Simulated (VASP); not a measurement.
# Si16Ge (a cell with a defect) in VASP: further runs

Runs on Si16Ge (a cell with a defect). Level: PBE+D3(BJ). Tasks: single point.

Program: VASP 6.6.1. These are calculated values, not measurements. Logs are shortened: lines on timing, memory, paths and dates and some standing lists are left out, and cuts for length are marked.

## (1) The cell of the first run

The cell holds a defect, 17 atoms: a = 7.679 Å, b = 7.679 Å, c = 7.679 Å, α = 60.00°, β = 60.00°, γ = 60.00°.

## (2) Single point, PBE+D3(BJ)

Contents of INCAR:

```
PREC = Accurate
ENCUT = 520
EDIFF = 1E-6
ISMEAR = -1
SIGMA = 0.05
LREAL = Auto
LASPH = True
NELM = 60
ALGO = Normal
ISIF = 2
LWAVE = False
LCHARG = True
GGA = PE
IVDW = 12
LELF = True
LVHAR = True
NBANDS = 53
```

Contents of KPOINTS:

```
Automatic mesh
0
Gamma
  2 2 2
```

Contents of POSCAR:

```
Si16Ge
1.0
    0.0000000000      5.4300000000      5.4300000000
    5.4300000000      0.0000000000      5.4300000000
    5.4300000000      5.4300000000      0.0000000000
Si Ge
16 1
Direct
    0.0373848987     -0.0231123389     -0.0788766114
    0.1178821363      0.1504235727      0.0355616943
    0.0962154696      0.0040055249      0.3858287293
    0.2329558011      0.0746685083      0.5455340700
    0.0340883978      0.5300552486     -0.1566114180
    0.1422375691      0.6112062615      0.0141896869
    0.1108747698      0.4507274401      0.3653499079
    0.2231583794      0.6064732965      0.4702117864
    0.4926058932      0.0290515654     -0.0635635359
    0.6281860037      0.0957550645      0.0891252302
    0.5813812155     -0.0944935543      0.5181215470
    0.6913075506      0.1015469613      0.5915285451
    0.4990515654      0.5224769797     -0.0487016575
    0.6370718232      0.6593738490      0.0551565378
    0.5573480663      0.4920073665      0.4382320442
    0.7316850829      0.4783149171      0.6173941068
    0.7128545120      0.2552854512      0.1981215470
```

Potentials or basis: VASP PAW PBE potentials, release 64 (Si, Ge_d).

The run is started by

```sh
> cat potpaw_PBE.64/Si/POTCAR potpaw_PBE.64/Ge_d/POTCAR > POTCAR
> mpirun -np 1 vasp_std > vasp.out
```

OUTCAR:

```text
PREC = Accurate
   ENCUT = 520
   EDIFF = 1E-6
   ISMEAR = -1
   LREAL = Auto
   LASPH = True
   NELM = 60
   ISIF = 2
   GGA = PE
   IVDW = 12
 IVDW          = 12

 ion  position               nearest neighbor table
   1  0.037  0.977  0.921-   6 2.31   2 2.34   4 2.40  10 2.57
   2  0.118  0.150  0.036-   3 2.29   1 2.34   9 2.36   5 2.42  17 2.55
   3  0.096  0.004  0.386-   2 2.29   4 2.33   8 2.52  12 2.58
   4  0.233  0.075  0.546-  11 2.26   3 2.33   7 2.39   1 2.40
   5  0.034  0.530  0.843-   6 2.29   8 2.38   2 2.42  14 2.56
   6  0.142  0.611  0.014-   7 2.27   5 2.29  13 2.31   1 2.31
   7  0.111  0.451  0.365-   6 2.27   8 2.35   4 2.39  16 2.54  13 3.12
   8  0.223  0.606  0.470-  15 2.18   7 2.35   5 2.38   3 2.52
   9  0.493  0.029  0.936-  12 2.23  10 2.25  14 2.32   2 2.36
  10  0.628  0.096  0.089-  17 2.23   9 2.25   1 2.57  13 2.68  11 2.76
  11  0.581  0.906  0.518-   4 2.26  12 2.43  16 2.70  10 2.76  17 2.81
  12  0.691  0.102  0.592-   9 2.23  11 2.43  15 2.46   3 2.58  17 2.58
  13  0.499  0.522  0.951-   6 2.31  16 2.36  14 2.38  17 2.52  10 2.68   7 3.12
  14  0.637  0.659  0.055-   9 2.32  13 2.38  15 2.43   5 2.56  17 2.57
  15  0.557  0.492  0.438-   8 2.18  16 2.29  14 2.43  12 2.46  17 2.67
  16  0.732  0.478  0.617-  15 2.29  13 2.36   7 2.54  11 2.70
  17  0.713  0.255  0.198-  10 2.23  13 2.52   2 2.55  14 2.57  12 2.58  15 2.67  11 2.81

  LATTYP: Found a face centered cubic cell.
 ALAT       =    10.8600000000

  Lattice vectors:

 A1 = (   0.0000000000,   5.4300000000,   5.4300000000)
 A2 = (   5.4300000000,   0.0000000000,   5.4300000000)
 A3 = (   5.4300000000,   5.4300000000,   0.0000000000)

Analysis of symmetry for initial positions (statically):
=====================================================================
 Subroutine PRICEL returns:
 Original cell was already a primitive cell.

 Routine SETGRP: Setting up the symmetry group for a
 face centered cubic supercell.

 Subroutine GETGRP returns: Found  1 space group operations
 (whereof  1 operations were pure point group operations)
 out of a pool of 48 trial point group operations.

The static configuration has the point symmetry C_1 .

Analysis of symmetry for dynamics (positions and initial velocities):
=====================================================================
 Subroutine PRICEL returns:
 Original cell was already a primitive cell.

 Routine SETGRP: Setting up the symmetry group for a
 face centered cubic supercell.

 Subroutine GETGRP returns: Found  1 space group operations
 (whereof  1 operations were pure point group operations)
 out of a pool of 48 trial point group operations.

[... 120 lines left out ...]
   ISYM   =      2    0-nonsym 1-usesym 2-fastsym
   POTIM  = 0.5000    time-step for ionic-motion
   TEBEG  =    0.0;   TEEND  =   0.0 temperature during run
   PSTRESS=    0.0 pullay stress
   NELECT =      78.0000    total number of electrons
   NUPDOWN=      -1.0000    fix difference up-down
   EMIN   =  10.00;   EMAX   =-10.00  energy-range for DOS
   EFERMI =   0.00;   METHOD = LEGACY
   ISMEAR =    -1;   SIGMA  =   0.05  broadening in eV -4-tet -1-fermi 0-gaus
   EFERMI_NEDOS =   21; number of points for ismear=-14 and -15
   IALGO  =     38    algorithm
   IMIX   =      4    mixing-type and parameters
     AMIX     =   0.40;   BMIX     =  1.00
     AMIX_MAG =   1.60;   BMIX_MAG =  1.00
  volume/ion in A,a.u.               =      18.84       127.11
  Fermi-wavevector in a.u.,A,eV,Ry     =   1.022421  1.932096 14.222785  1.045345
  Thomas-Fermi vector in A             =   2.156100
   LORBIT       =      0    0 simple, 1 ext, 2 COOP (PROOUT), +10 PAW based schemes
   GGA     = PE    functional components
   LHFCALC =     F    Hartree Fock is set to
   AEXX    =    0.0000 exact exchange contribution
   IVDW    =    12    specifies the selected vdW correction
   LEPSILON=     F    determine dielectric tensor
   LRPA    =     F    only Hartree local field effects (RPA)
 non-spin polarized calculation
  energy-cutoff  :      520.00
  volume of cell :      320.21
 maximum number of plane-waves:      8646
 NGX is ok and might be reduce to    60
   NGX = 29   NGY = 29   NGZ = 29

 number of electron      78.0000002 magnetization

 Free energy of the ion-electron system (eV)
  ---------------------------------------------------
  ext. energy  EPLUGINS =         0.00000000
  ---------------------------------------------------
  free energy    TOTEN  =       -84.09503135 eV

  energy without entropy =      -84.05854354  energy(sigma->0) =      -84.07678744

 E-fermi :   6.7414     XC(G=0):  -9.8349

 val. band max:        6.7393402692   @ k =   0.0000   0.0000   0.0000
 cond. band min:       6.7862281141   @ k =   0.0000   0.5000   0.0000
 fundamental gap:      0.0468878449
 Fermi energy:         6.7413604067

 k-point     1 :       0.0000    0.0000    0.0000
  band No.  band energies     occupation
      1     -18.1992      2.00000
      2     -18.1805      2.00000
      3     -18.1773      2.00000
      4     -18.1570      2.00000
      5     -18.1559      2.00000
      6      -6.3123      2.00000
[... 421 lines left out ...]
     50      10.1121      0.00000
     51      10.2503      0.00000
 [bands above 51 left out]

------------------------ aborting loop because EDIFF is reached ----------------------------------------

 Edisp (eV)   -5.68025

 E8    (eV) :    -2.3578

  FORCE on cell =-STRESS in cart. coord.  units (eV):
  Direction    XX          YY          ZZ          XY          YZ          ZX
  --------------------------------------------------------------------------------------
  -------------------------------------------------------------------------------------
  Total       4.38037     2.60300     3.05456     4.46939     4.33136     2.34155
  in kB      21.91755    13.02434    15.28375    22.36297    21.67234    11.71613
  external pressure =       16.74 kB  Pullay stress =        0.00 kB

 VOLUME and BASIS-vectors are now :
 -----------------------------------------------------------------------------
  energy-cutoff  :      520.00
  volume of cell :      320.21
      direct lattice vectors                 reciprocal lattice vectors
     0.000000000  5.430000000  5.430000000    -0.092081031  0.092081031  0.092081031
     5.430000000  0.000000000  5.430000000     0.092081031 -0.092081031  0.092081031
     5.430000000  5.430000000  0.000000000     0.092081031  0.092081031 -0.092081031

 POSITION                                       TOTAL-FORCE (eV/Angst)
 -----------------------------------------------------------------------------------
     10.30620      5.20470      5.50750         0.335381     -1.255652     -0.097361
      1.00990      0.83320      1.45690        -0.254266     -0.189220      0.836011
      2.11680      2.61750      0.54420         0.205609      0.543381     -1.824335
      3.36770      4.22720      1.67040         0.636206     -0.797732     -0.381566
      7.45780      4.76470      3.06330         0.265156     -0.322061     -1.092338
      3.39590      0.84940      4.09120         0.046318      0.246920      0.442303
[... 9 lines left out ...]
      5.94970      7.32550      6.57030         0.249419     -0.147058      1.129194
      2.46200      4.94660      5.25700         0.939927      1.260413      0.414415
 -----------------------------------------------------------------------------------
    total drift:                               -0.003559     -0.006811     -0.002076

  FREE ENERGIE OF THE ION-ELECTRON SYSTEM (eV)
  ---------------------------------------------------
  free  energy   TOTEN  =       -89.7752840582 eV

  energy  without entropy=      -89.7387962438  energy(sigma->0) =      -89.75704015
```

OSZICAR:

```text
N       E                     dE             d eps       ncg     rms          rms(c)
DAV:   1     0.388765518329E+03    0.38877E+03   -0.30038E+04  1079   0.159E+03
DAV:   2    -0.212689698478E+02   -0.41003E+03   -0.37923E+03   928   0.402E+02
DAV:   3    -0.821441031809E+02   -0.60875E+02   -0.58115E+02  1053   0.102E+02
DAV:   4    -0.854423320955E+02   -0.32982E+01   -0.32545E+01  1040   0.279E+01
DAV:   5    -0.855626799680E+02   -0.12035E+00   -0.11997E+00  1152   0.507E+00    0.137E+01
DAV:   6    -0.844797719643E+02    0.10829E+01   -0.90834E-01  1024   0.339E+00    0.811E+00
DAV:   7    -0.840937451179E+02    0.38603E+00   -0.12709E+00  1048   0.358E+00    0.934E-01
DAV:   8    -0.840936948978E+02    0.50220E-04   -0.12394E-01  1008   0.159E+00    0.595E-01
DAV:   9    -0.840946360566E+02   -0.94116E-03   -0.11522E-02  1072   0.422E-01    0.229E-01
DAV:  10    -0.840948609114E+02   -0.22485E-03   -0.10049E-03  1040   0.119E-01    0.105E-01
DAV:  11    -0.840950185470E+02   -0.15764E-03   -0.20443E-04   992   0.588E-02    0.266E-02
DAV:  12    -0.840950286574E+02   -0.10110E-04   -0.20341E-05  1072   0.197E-02    0.134E-02
DAV:  13    -0.840950313415E+02   -0.26841E-05   -0.65580E-06   992   0.910E-03    0.312E-03
DAV:  14    -0.840950313505E+02   -0.89822E-08   -0.23806E-07   616   0.249E-03
   1 F= -.89775284E+02 E0= -.89757040E+02  d E =-.364878E-01
```

Wall time 2.4 min (1 thread of AMD EPYC 9R45 (Zen 5), shared host); peak memory 0.46 GiB.

What came out:

```yaml
Free_energy: -89.7753 eV
Pressure: 1.7 GPa
Largest_force: 2.626 eV/Å
Band_gap_on_the_k_mesh: zero (bands 39 and 40 overlap by 0.42 eV)
Dispersion_energy_per_atom: -0.334 eV
```

Forces in eV/Å, atoms in the order of the input:
```
Si   0.335 -1.256 -0.097
Si  -0.254 -0.189  0.836
Si   0.206  0.543 -1.824
Si   0.636 -0.798 -0.382
Si   0.265 -0.322 -1.092
Si   0.046  0.247  0.442
Si   0.902  0.850 -1.126
Si   1.949 -1.652 -0.604
Si   0.376 -0.300 -0.628
Si  -1.072  0.455 -0.188
Si  -0.991  0.410  0.385
Si  -1.331 -0.070  1.128
Si  -0.557 -0.189  0.202
Si  -0.783  0.323  0.642
Si  -0.917  0.835  0.762
Si   0.249 -0.147  1.129
Ge   0.940  1.260  0.414
```

Levels at points of the mesh, in eV from the Fermi level:
| k point | band 36 | band 37 | band 38 | band 39 | band 40 | band 41 | band 42 | band 43 |
| --- | --- | --- | --- | --- | --- | --- | --- | --- |
| (0.00, 0.00, 0.00) | -0.89 | -0.72 | -0.53 | -0.41 | -0.16 | 0.00 | 0.25 | 0.45 |
| (0.50, 0.00, 0.00) | -1.13 | -0.93 | -0.69 | -0.15 | 0.08 | 0.35 | 0.73 | 1.01 |
| (0.00, 0.50, 0.00) | -1.45 | -0.99 | -0.75 | -0.33 | 0.04 | 0.53 | 0.81 | 1.03 |
| (0.00, 0.00, 0.50) | -1.38 | -0.80 | -0.73 | -0.22 | 0.16 | 0.58 | 0.92 | 1.07 |
| (0.50, 0.50, 0.50) | -1.33 | -1.02 | -0.82 | -0.31 | 0.30 | 0.55 | 0.72 | 1.06 |
| (0.50, 0.50, 0.00) | -1.59 | -1.09 | -0.88 | 0.26 | 0.58 | 1.19 | 1.26 | 1.34 |
| (0.00, 0.50, 0.50) | -1.57 | -1.33 | -0.76 | 0.11 | 0.44 | 1.07 | 1.20 | 1.32 |
| (0.50, 0.00, 0.50) | -1.53 | -1.11 | -0.91 | -0.18 | 0.36 | 0.94 | 1.14 | 1.19 |

Caveat: the k points lie up to 0.50 Å⁻¹ apart.

(Continued in part 2 of 2.)

The gap in the log of VASP goes by the Fermi energy; the results here count the filled bands.